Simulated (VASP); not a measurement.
Set up this calculation in VASP 6.6.1, as the native input.

```
Task                   : single point
Functional             : PBE
Potentials or basis    : VASP PAW PBE potentials, release 64 (K_sv)
Cutoff                 : 520 eV
k mesh                 : 1 × 1 × 16
Occupations            : gaussian, width 0.05 eV
Spin                   : collinear spin, ferromagnetic start
Starting moments       : [0.5] μB
Dipole correction      : no
Further INCAR settings : ALGO = Normal; EDIFF = 1e-06; NBANDS = 14
```

The structure of K lies in POSCAR:

```
K
1.0
    9.0000000000      0.0000000000      0.0000000000
    0.0000000000      9.3000000000      0.0000000000
    0.0000000000      0.0000000000      4.2681479909
K
1
Direct
    0.5000000000      0.5000000000      0.0000000000
```

One way to write it, as run:

INCAR

```
PREC = Accurate ; ENCUT = 520
EDIFF = 1E-6 ; ISMEAR = 0
SIGMA = 0.05 ; LREAL = F
LASPH = T ; NELM = 150
ALGO = Normal ; ISIF = 2
LWAVE = F ; LCHARG = F
ISPIN = 2 ; MAGMOM = 0.5
LORBIT = 11 ; GGA = PE
NBANDS = 14
```

KPOINTS

```
regular mesh
0
Gamma
  1 1 16
```

Potentials or basis: VASP PAW PBE potentials, release 64 (K_sv).

Launch:

```console
$ cat potpaw_PBE.64/K_sv/POTCAR > POTCAR
$ mpirun -np 1 vasp_std > vasp.out
```

Results of the run:

```yaml
Net_moment: 0.06 μB per cell
Valence_electrons_inside_the_program's_atomic_spheres: K 7.53
```

Run time: 4.2 min on 1 thread of Oxide Virtual Turin-like Processor, on a shared host, peak memory 0.47 GiB.
